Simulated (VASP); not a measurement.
A run of VASP 6.6.1:

INCAR

```
  ALGO = Normal
  EDIFF = 1E-7
  ENCUT = 520
  GGA = PE
  ISIF = 2
  ISMEAR = 0
  ISYM = 0
  LASPH = T
  LCHARG = F
  LREAL = F
  LWAVE = F
  NBANDS = 41
  NELM = 80
  PREC = Accurate
  SIGMA = 0.1
```

Contents of KPOINTS:

```
Automatic mesh
0
Gamma
  2 2 2
  0.5 0.5 0.5
```

POSCAR

```
AlN
1.0
    5.1974482156      0.1344769162      0.5179847477
    0.1596106058      5.4109053023     -0.1144987581
    0.5539961732     -0.1345927124      5.8384227561
Al N
7 7
Direct
    0.3003911932      0.8549200685      0.1572852024
    0.0893291032      0.4492302330      0.5484874147
    0.9681598954      0.0849546360      0.8046281085
    0.4053628059      0.4029764516      0.9477714709
    0.8628247263      0.6138439487      0.1048316690
    0.5177202877     -0.0220926237      0.5983165296
    0.8498165931      0.1160991419      0.2535513237
    0.0709349497      0.7296490016      0.7932982785
    0.1569507887      0.5323411017      0.2352660356
    0.6082222249      0.8511845295      0.2819584094
    0.3735656112      0.7383861854      0.8257937817
    0.7264774299      0.3108747630      0.0350661446
    0.2757010060      0.2360671011      0.7133423604
    0.8165168130      0.1915873102      0.5631264060
```

Potentials or basis: VASP PAW PBE potentials, release 64 (Al, N).

Command:

```sh
$ cat potpaw_PBE.64/Al/POTCAR potpaw_PBE.64/N/POTCAR > POTCAR
$ mpirun -np 1 vasp_std > vasp.out
```

Hardware: 1 thread of Intel(R) Xeon(R) 6975P-C (Granite Rapids), on a shared host.

Task: Estimate the wall time of this run.

Result: It took 19 s on 1 thread of Intel(R) Xeon(R) 6975P-C (Granite Rapids) (shared host), peak memory 0.25 GiB. Counts: scf iterations 17, k points 4.
